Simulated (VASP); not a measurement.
Rh, 1 atom in the cell. Symmetry: Fm-3m, No. 225, cubic system. The conventional cell has a = 3.846 Å, b = 3.846 Å, c = 3.846 Å, α = 90.00°, β = 90.00°, γ = 90.00°. Rh (site symmetry m-3m) has 12 Rh at 2.72 Å within 3.6 Å. 

| Item | Value |
| --- | --- |
| Program | VASP 6.6.1 |
| Task | single point |
| Functional | PBE |
| Potentials or basis | VASP PAW PBE potentials, release 64 (Rh_pv) |
| Cutoff | 500 eV |
| k mesh | 13 × 13 × 13 |
| Occupations | fermi-dirac, width 0.1 eV |
| Spin | no spin polarisation |
| Dipole correction | no |
| Further INCAR settings | ALGO = Normal; EDIFF = 1e-06; NBANDS = 14 |

Potentials or basis: VASP PAW PBE potentials, release 64 (Rh_pv).

The run is started by

```bash
$ cat potpaw_PBE.64/Rh_pv/POTCAR > POTCAR
$ mpirun -np 1 vasp_std > vasp.out
```

Hardware: 1 thread of Intel Xeon 8259CL (shared host).

**Question.** Estimate the wall time of this run.

**Answer.** It took 20 s on 1 thread of Intel Xeon 8259CL (shared host), peak memory 0.13 GiB. Counts: scf iterations 10, k points 84.
